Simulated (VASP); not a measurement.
Input of a VASP 6.6.1 run:

The input INCAR:

```
ALGO     = Normal         # electronic algorithm
EDIFF    = 1E-6           # SCF threshold, eV
ENCUT    = 520            # plane-wave cutoff, eV
GGA      = PE             # functional
ISIF     = 2              # what is computed and relaxed
ISMEAR   = 0              # smearing method
LASPH    = T              # aspherical terms in the spheres
LCHARG   = F              # write CHGCAR
LREAL    = F              # projectors in reciprocal space
LWAVE    = F              # write WAVECAR
NBANDS   = 11             # bands
NELM     = 80             # most SCF steps
PREC     = Accurate       # precision mode
SIGMA    = 0.1            # smearing width, eV
```

File KPOINTS:

```
k-points
0
Gamma
  8 8 8
```

The input POSCAR:

```
SiC
1.0
    0.0000000000      2.1769966200      2.1769966200
    2.1769966200      0.0000000000      2.1769966200
    2.1769966200      2.1769966200      0.0000000000
Si C
1 1
Direct
    0.7500000000      0.7500000000      0.7500000000
    0.0000000000      0.0000000000      0.0000000000
```

Potentials or basis: VASP PAW PBE potentials, release 64 (Si, C).

Run with:

```sh
$ cat potpaw_PBE.64/Si/POTCAR potpaw_PBE.64/C/POTCAR > POTCAR
$ mpirun -np 1 vasp_std > vasp.out
```

Estimate the band gap on the k mesh.

1.35 eV, indirect (least direct gap 4.54 eV).

What does it give for the pressure?

3.8 GPa.

A k mesh can miss the band edges.
